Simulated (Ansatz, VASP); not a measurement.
One calculation of Gd, two programs

The input INCAR:

```
SYSTEM = Gd
PREC = Accurate
ENCUT = 520
EDIFF = 1E-7
ISMEAR = -1
SIGMA = 0.08
LREAL = .False.
LASPH = .True.
NELM = 150
ALGO = Normal
ISIF = 2
LWAVE = .False.
LCHARG = .True.
ISPIN = 2
MAGMOM = 7
LORBIT = 11
LMAXMIX = 6
GGA = PE
LELF = .True.
LVHAR = .True.
NBANDS = 19
```

File KPOINTS:

```
regular mesh
0
Gamma
  14 14 14
  0 0 0
```

POSCAR

```
Gd
1.0
   -2.0079823887      2.0079823887      2.0079823887
    2.0079823887     -2.0079823887      2.0079823887
    2.0079823887      2.0079823887     -2.0079823887
Gd
1
Direct
    0.0000000000      0.0000000000      0.0000000000
```

Input for Ansatz:

```yaml
crystal:
  lattice:
    - [-2.0079823887, 2.0079823887, 2.0079823887]
    - [2.0079823887, -2.0079823887, 2.0079823887]
    - [2.0079823887, 2.0079823887, -2.0079823887]
  atoms:
    - { symbol: Gd, position: [0.0, 0.0, 0.0], spin: 7.0 }
magnetization:
  spin_polarized: true
kpoints:
  mp_grid: { grid: [14, 14, 14] }
scf:
  occupations: { method: fermi_dirac, width: 0.08 }
hamiltonian:
  xc: pbe
  pseudopotentials: { kind: all_electron, lapw: { basis_error: 0.0005 } }
output:
  forces: true
  stress: true
  eigenvalues: true
```

Change from the starting cell: volume scaled by 0.975.

Alike in both runs: task single point; functional PBE; k mesh 14 × 14 × 14; occupations fermi-dirac, width 0.08 eV; collinear spin.

|  | VASP | Ansatz |
| --- | --- | --- |
| version | VASP 6.6.1 | Ansatz 0.2.0 |
| potentials or method | VASP PAW PBE potentials, release 64 (Gd), cutoff 520 eV | all-electron LAPW, scalar-relativistic |

```csv
,VASP,Ansatz,Ansatz less VASP
pressure (GPa),1.0,1.0,+0.01
net moment per atom (μB),7.61,7.61,-0.009
size of the moment on the site where the two differ most (μB),7.00,7.43,+0.434
```

Site moments also hang on the region over which each program counts them. Ansatz ran all-electron here, and VASP with PAW potentials.

Spin-orbit coupling is off throughout.
